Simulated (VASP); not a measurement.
# Ti3Si (P6_3/mmc) in VASP: notebook, part 2 of 2

VASP 6.6.1. The steps go on from the part before.

## Step 3: Single point, r2SCAN

This run uses another cell than the first one, of 15.24 Å³/atom.

POSCAR reads:

```
Ti3Si
1.0
    5.6027550018      0.0000000000      0.0000000000
   -2.8013775009      4.8521281628      0.0000000000
    0.0000000000      0.0000000000      4.4840298160
Ti Si
6 2
Direct
    0.3437241349      0.1718620675      0.7500000000
    0.8281379325      0.1718620675      0.7500000000
    0.8281379325      0.6562758651      0.7500000000
    0.6562758651      0.8281379325      0.2500000000
    0.1718620675      0.8281379325      0.2500000000
    0.1718620675      0.3437241349      0.2500000000
    0.3333333333      0.6666666667      0.7500000000
    0.6666666667      0.3333333333      0.2500000000
```

INCAR.step1 reads:

```
SYSTEM = Ti3Si
ALGO     = Normal         ! electronic algorithm
EDIFF    = 1E-4           ! SCF threshold, eV
ENCUT    = 520            ! plane-wave cutoff, eV
GGA      = PE             ! functional
ISMEAR   = 0              ! smearing method
LASPH    = .TRUE.         ! aspherical terms in the spheres
LCHARG   = .FALSE.        ! write CHGCAR
LREAL    = .FALSE.        ! projectors in reciprocal space
LWAVE    = .TRUE.         ! write WAVECAR
NBANDS   = 50             ! bands
NELM     = 100            ! most SCF steps
PREC     = Accurate       ! precision mode
SIGMA    = 0.1            ! smearing width, eV
```

INCAR.step2 reads:

```
SYSTEM = Ti3Si
ALGO     = Normal         ! electronic algorithm
EDIFF    = 1E-7           ! SCF threshold, eV
ENCUT    = 520            ! plane-wave cutoff, eV
ISIF     = 2              ! what is computed and relaxed
ISMEAR   = 0              ! smearing method
ISTART   = 1            
LASPH    = .TRUE.         ! aspherical terms in the spheres
LCHARG   = .FALSE.        ! write CHGCAR
LMIXTAU  = .TRUE.       
LREAL    = .FALSE.        ! projectors in reciprocal space
LWAVE    = .FALSE.        ! write WAVECAR
METAGGA  = R2SCAN         ! meta-GGA
NBANDS   = 50             ! bands
NELM     = 100            ! most SCF steps
PREC     = Accurate       ! precision mode
SIGMA    = 0.1            ! smearing width, eV
```

KPOINTS reads:

```
k-points
0
G
  6 6 8
  0 0 0
```

Potentials or basis: VASP PAW PBE potentials, release 64 (Ti_sv, Si).

Started as:

```console
> cat potpaw_PBE.64/Ti_sv/POTCAR potpaw_PBE.64/Si/POTCAR > POTCAR
> cp INCAR.step1 INCAR
> mpirun -np 1 vasp_std > vasp.out
> cp INCAR.step2 INCAR
> mpirun -np 1 vasp_std > vasp.out
```

OUTCAR:

```text
SYSTEM = Ti3Si
   EDIFF = 1E-7
   ENCUT = 520
   ISIF = 2
   ISMEAR = 0
   ISTART = 1
   LASPH = .TRUE.
   LREAL = .FALSE.
   METAGGA = R2SCAN
   NELM = 100
   PREC = Accurate

 ion  position               nearest neighbor table
   1  0.344  0.172  0.750-   2 2.71   3 2.71   8 2.74   8 2.74   6 2.79   6 2.79   5 2.79   5 2.79
                             7 2.80   7 2.80   2 2.89   3 2.89
   2  0.828  0.172  0.750-   1 2.71   3 2.71   8 2.74   8 2.74   6 2.79   6 2.79   4 2.79   4 2.79
                             7 2.80   7 2.80   1 2.89   3 2.89
   3  0.828  0.656  0.750-   1 2.71   2 2.71   8 2.74   8 2.74   4 2.79   4 2.79   5 2.79   5 2.79
                             7 2.80   7 2.80   2 2.89   1 2.89
   4  0.656  0.828  0.250-   5 2.71   6 2.71   7 2.74   7 2.74   3 2.79   3 2.79   2 2.79   2 2.79
                             8 2.80   8 2.80   5 2.89   6 2.89
   5  0.172  0.828  0.250-   4 2.71   6 2.71   7 2.74   7 2.74   3 2.79   3 2.79   1 2.79   1 2.79
                             8 2.80   8 2.80   4 2.89   6 2.89
   6  0.172  0.344  0.250-   4 2.71   5 2.71   7 2.74   7 2.74   1 2.79   1 2.79   2 2.79   2 2.79
                             8 2.80   8 2.80   5 2.89   4 2.89
   7  0.333  0.667  0.750-   5 2.74   5 2.74   4 2.74   4 2.74   6 2.74   6 2.74   3 2.80   3 2.80
                             2 2.80   1 2.80   1 2.80   2 2.80
   8  0.667  0.333  0.250-   2 2.74   2 2.74   1 2.74   1 2.74   3 2.74   3 2.74   6 2.80   6 2.80
                             5 2.80   4 2.80   4 2.80   5 2.80

  LATTYP: Found a hexagonal cell.
 ALAT       =     5.6027550018
 C/A-ratio  =     0.8003258780

  Lattice vectors:

 A1 = (   5.6027550018,   0.0000000000,   0.0000000000)
 A2 = (  -2.8013775009,   4.8521281628,   0.0000000000)
 A3 = (   0.0000000000,   0.0000000000,   4.4840298160)

Analysis of symmetry for initial positions (statically):
=====================================================================
 Subroutine PRICEL returns:
 Original cell was already a primitive cell.

 Routine SETGRP: Setting up the symmetry group for a
 hexagonal supercell.

[... 158 lines left out ...]
   LHFCALC =     F    Hartree Fock is set to
   AEXX    =    0.0000 exact exchange contribution
   IVDW    =     0    specifies the selected vdW correction
   LEPSILON=     F    determine dielectric tensor
   LRPA    =     F    only Hartree local field effects (RPA)
 non-spin polarized calculation
 Gauss-broadening in eV      SIGMA  =   0.10
  energy-cutoff  :      520.00
  volume of cell :      121.90
 maximum number of plane-waves:      3323
 NGX is ok and might be reduce to    42
   NGX = 21   NGY = 21   NGZ = 17

 number of electron      79.9999989 magnetization

 Free energy of the ion-electron system (eV)
  ---------------------------------------------------
  ext. energy  EPLUGINS =         0.00000000
  ---------------------------------------------------
  free energy    TOTEN  =       -99.11190370 eV

  energy without entropy =      -99.07870119  energy(sigma->0) =      -99.09530244

 E-fermi :   9.7521     XC(G=0): -12.7253

 val. band max:        9.7493290018   @ k =   0.3333   0.1667   0.2500
 cond. band min:       9.7888964117   @ k =   0.3333   0.1667   0.0000
 fundamental gap:      0.0395674099
 Fermi energy:         9.7521352412

 k-point     1 :       0.0000    0.0000    0.0000
  band No.  band energies     occupation
      1     -49.3455      2.00000
      2     -49.2081      2.00000
      3     -49.2038      2.00000
      4     -49.2038      2.00000
      5     -49.1385      2.00000
      6     -49.1385      2.00000
[... 1261 lines left out ...]
     49      11.6823      0.00000
     50      11.7330      0.00000

 [... further k-points ...]

------------------------ aborting loop because EDIFF is reached ----------------------------------------

  FORCE on cell =-STRESS in cart. coord.  units (eV):
  Direction    XX          YY          ZZ          XY          YZ          ZX
  --------------------------------------------------------------------------------------
  -------------------------------------------------------------------------------------
  Total        1.8880098      1.8880098      1.8981971     -0.0000000      0.0000000      0.0000000
  in kB       24.8148952     24.8148952     24.9487911     -0.0000000      0.0000000      0.0000000
  external PRESSURE =      24.8595271 kB  Pullay stress =       0.0000000 kB

 VOLUME and BASIS-vectors are now :
 -----------------------------------------------------------------------------
  energy-cutoff  :      520.00
  volume of cell :      121.90
      direct lattice vectors                 reciprocal lattice vectors
     5.602755002  0.000000000  0.000000000     0.178483621  0.103047567  0.000000000
    -2.801377501  4.852128163  0.000000000     0.000000000  0.206095133  0.000000000
     0.000000000  0.000000000  4.484029816     0.000000000  0.000000000  0.223013682

 POSITION                                       TOTAL-FORCE (eV/Angst)
 -----------------------------------------------------------------------------------
      1.44435      0.83390      3.36302        -0.016244     -0.009379     -0.000000
      4.15840      0.83390      3.36302         0.016244     -0.009379     -0.000000
      2.80138      3.18433      3.36302         0.000000      0.018757      0.000000
      1.35703      4.01823      1.12101         0.016244      0.009379      0.000000
     -1.35703      4.01823      1.12101        -0.016244      0.009379      0.000000
      0.00000      1.66779      1.12101        -0.000000     -0.018757      0.000000
     -0.00000      3.23475      3.36302        -0.000000     -0.000000      0.000000
      2.80138      1.61738      1.12101         0.000000     -0.000000      0.000000
 -----------------------------------------------------------------------------------
    total drift:                                0.000000     -0.000000      0.000000

  FREE ENERGIE OF THE ION-ELECTRON SYSTEM (eV)
  ---------------------------------------------------
  free  energy   TOTEN  =       -99.1119036975 eV

  energy  without entropy=      -99.0787011906  energy(sigma->0) =      -99.09530244
```

OUTCAR.step1:

```text
SYSTEM = Ti3Si
   EDIFF = 1E-4
   ENCUT = 520
   GGA = PE
   ISMEAR = 0
[... 1528 lines left out ...]
     -1.35703      4.01823      1.12101        -0.048348      0.027914      0.000000
      0.00000      1.66779      1.12101         0.000000     -0.055827     -0.000000
     -0.00000      3.23475      3.36302         0.000000      0.000000      0.000000
      2.80138      1.61738      1.12101        -0.000000     -0.000000      0.000000
 -----------------------------------------------------------------------------------
    total drift:                                0.000000     -0.000000      0.000000

  FREE ENERGIE OF THE ION-ELECTRON SYSTEM (eV)
  ---------------------------------------------------
  free  energy   TOTEN  =       -61.5592412815 eV

  energy  without entropy=      -61.5239737065  energy(sigma->0) =      -61.54160749
```

OSZICAR.step1:

```text
N       E                     dE             d eps       ncg     rms          rms(c)
DAV:   1     0.109593400643E+04    0.10959E+04   -0.39508E+04  3540   0.195E+03
DAV:   2     0.844501057391E+02   -0.10115E+04   -0.98762E+03  3500   0.602E+02
DAV:   3    -0.495201588002E+02   -0.13397E+03   -0.12840E+03  5458   0.189E+02
DAV:   4    -0.676329132508E+02   -0.18113E+02   -0.17727E+02  5176   0.611E+01
DAV:   5    -0.689488947338E+02   -0.13160E+01   -0.13108E+01  5480   0.143E+01    0.244E+01
DAV:   6    -0.613529658208E+02    0.75959E+01   -0.41687E+01  4574   0.393E+01    0.636E+00
DAV:   7    -0.615123698533E+02   -0.15940E+00   -0.36228E+00  4832   0.749E+00    0.444E+00
DAV:   8    -0.615409446596E+02   -0.28575E-01   -0.43385E-01  5078   0.331E+00    0.168E+00
DAV:   9    -0.615559334390E+02   -0.14989E-01   -0.92797E-02  4864   0.177E+00    0.652E-01
DAV:  10    -0.615587869986E+02   -0.28536E-02   -0.30917E-02  4958   0.103E+00    0.191E-01
DAV:  11    -0.615592795021E+02   -0.49250E-03   -0.18507E-03  4680   0.268E-01    0.575E-02
DAV:  12    -0.615592412815E+02    0.38221E-04   -0.35932E-04  3612   0.828E-02
   1 F= -.61559241E+02 E0= -.61541607E+02  d E =-.352676E-01
```

It took 24 min on 1 thread of Intel Xeon Platinum 8259CL at 2.50GHz (Skylake/Cascade Lake), shared host; peak memory 0.34 GiB.

Results:

```yaml
Free_energy: -99.1119 eV
Pressure: 2.5 GPa
Largest_force: 0.019 eV/Å
Band_gap_on_the_k_mesh: zero (bands 40 and 41 overlap by 0.40 eV)
```

Forces in eV/Å, atoms in the order of the input:
```
Ti  -0.016 -0.009  0.000
Ti   0.016 -0.009  0.000
Ti   0.000  0.019  0.000
Ti   0.016  0.009  0.000
Ti  -0.016  0.009  0.000
Ti   0.000 -0.019  0.000
Si   0.000  0.000  0.000
Si   0.000  0.000  0.000
```

Caveat: the PAW data sets were made with another functional, which shifts forces and pressure a little.

## Step 4: Single point, r2SCAN

This run uses another cell than the first one, of 15.45 Å³/atom.

POSCAR reads:

```
Ti3Si
1.0
    5.6285599865      0.0000000000      0.0000000000
   -2.8142799932      4.8744759350      0.0000000000
    0.0000000000      0.0000000000      4.5039465941
Ti Si
6 2
Direct
    0.3436961568      0.1718480784      0.7500000000
    0.8281519216      0.1718480784      0.7500000000
    0.8281519216      0.6563038432      0.7500000000
    0.6563038432      0.8281519216      0.2500000000
    0.1718480784      0.8281519216      0.2500000000
    0.1718480784      0.3436961568      0.2500000000
    0.3333333333      0.6666666667      0.7500000000
    0.6666666667      0.3333333333      0.2500000000
```

INCAR.step1 reads:

```
PREC = Accurate
ENCUT = 520
ISMEAR = 0
SIGMA = 0.15
LREAL = False
LASPH = True
NELM = 100
NBANDS = 50
GGA = PE
ALGO = Normal
EDIFF = 1E-4
LWAVE = True
LCHARG = False
```

INCAR.step2 reads:

```
PREC = Accurate
ENCUT = 520
EDIFF = 1E-6
ISMEAR = 0
SIGMA = 0.15
LREAL = False
LASPH = True
NELM = 100
ALGO = Normal
ISIF = 2
LWAVE = False
LCHARG = False
METAGGA = R2SCAN
LMIXTAU = True
NBANDS = 50
ISTART = 1
```

KPOINTS reads:

```
Automatic mesh
0
Gamma
  12 12 10
```

Started as:

```console
> cat potpaw_PBE.64/Ti_sv/POTCAR potpaw_PBE.64/Si/POTCAR > POTCAR
> cp INCAR.step1 INCAR
> mpirun -np 1 vasp_std > vasp.out
> cp INCAR.step2 INCAR
> mpirun -np 1 vasp_std > vasp.out
```

It took 86 min on 1 thread of Oxide Virtual Turin-like, shared host; peak memory 0.58 GiB.

It converged, with:

```yaml
Free_energy: -99.1483 eV
Pressure: 0.4 GPa
Band_gap_on_the_k_mesh: zero (bands 40 and 41 overlap by 0.40 eV)
```

Stress tensor (GPa, compression positive):
```
0.48 0.00 0.00
0.00 0.48 0.00
0.00 0.00 0.38
```

Levels at points of the mesh, in eV from the Fermi level:
| k point | band 36 | band 37 | band 38 | band 39 | band 40 | band 41 | band 42 | band 43 | band 44 | band 45 |
| --- | --- | --- | --- | --- | --- | --- | --- | --- | --- | --- |
| (0.00, 0.00, 0.00) | -1.84 | -1.44 | -1.44 | -0.88 | -0.44 | 0.51 | 0.51 | 0.60 | 0.63 | 0.63 |
| (0.50, 0.00, 0.00) | -1.23 | -1.05 | -0.78 | -0.77 | 0.07 | 0.36 | 0.46 | 0.64 | 0.91 | 1.23 |
| (0.00, 0.00, 0.50) | -1.60 | -1.30 | -1.30 | -0.59 | -0.59 | -0.04 | -0.04 | -0.04 | -0.04 | 1.73 |
| (0.50, 0.00, 0.50) | -0.68 | -0.53 | -0.53 | -0.33 | -0.33 | -0.05 | -0.05 | 0.55 | 0.55 | 1.20 |

Caveat: the PAW data sets were made with another functional, which shifts forces and pressure a little.

## Step 5: The runs side by side

```csv
cell,k mesh,smearing,gap on the mesh (eV),pressure (GPa),largest force (eV/Å)
"a = 5.566, b = 5.566, c = 4.457 Å, angles 90.0, 90.0, 120.0°, 8 atoms, atomic positions A",6 × 6 × 8,gaussian 0.1 eV,none,5.5,0.01
"a = 5.603, b = 5.603, c = 4.484 Å, angles 90.0, 90.0, 120.0°, 8 atoms, atomic positions B",6 × 6 × 8,gaussian 0.1 eV,none,2.5,0.02
"a = 5.629, b = 5.629, c = 4.504 Å, angles 90.0, 90.0, 120.0°, 8 atoms, atomic positions B",12 × 12 × 10,gaussian 0.15 eV,none,0.4,-
```

Alike in all rows: task single point; level r2SCAN; potentials or basis VASP PAW PBE potentials, release 64 (Ti_sv, Si); no spin polarisation; cutoff (eV) 520.

Caveats: the PAW data sets were made with another functional, which shifts forces and pressure a little; the cell stands under pressure (at least some runs).

Total energies depend on the potentials used, so only differences within one code and one set of settings carry meaning.

The gap in the log of VASP goes by the Fermi energy; the results here count the filled bands.